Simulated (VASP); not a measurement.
Sn4O7 (a cell with a defect), 11 atoms in the cell. The cell holds a defect, 11 atoms: a = 5.614 Å, b = 5.614 Å, c = 5.811 Å, α = 90.00°, β = 118.88°, γ = 90.00°.  This cell differs from its parent crystal: atoms taken out, atom 6 moved 0.000 of the way to it and +0.300 Å across, host rigid.

| Item | Value |
| --- | --- |
| Program | VASP 6.6.1 |
| Task | single point |
| Functional | LDA |
| Potentials or basis | VASP PAW LDA potentials, release 64 (Sn_d, O) |
| Cutoff | 520 eV |
| k mesh | 6 × 4 × 6 |
| Occupations | gaussian, width 0.05 eV |
| Spin | no spin polarisation |
| Dipole correction | no |
| Charge | 2 |
| Further INCAR settings | ALGO = Normal; EDIFF = 1e-06; NBANDS = 60; NELECT = 96.0 |

Potentials or basis: VASP PAW LDA potentials, release 64 (Sn_d, O).

Run with:

```console
$ cat potpaw_LDA.64/Sn_d/POTCAR potpaw_LDA.64/O/POTCAR > POTCAR
$ mpirun -np 1 vasp_std > vasp.out
```

Hardware: 1 thread of Intel(R) Xeon(R) Platinum 8488C (Sapphire Rapids), with other jobs on the host.

How long does it take, and how much memory?

It took 13 min on 1 thread of Intel(R) Xeon(R) Platinum 8488C (Sapphire Rapids), on a shared host, peak memory 0.58 GiB. Counts: scf iterations 15, k points 76.
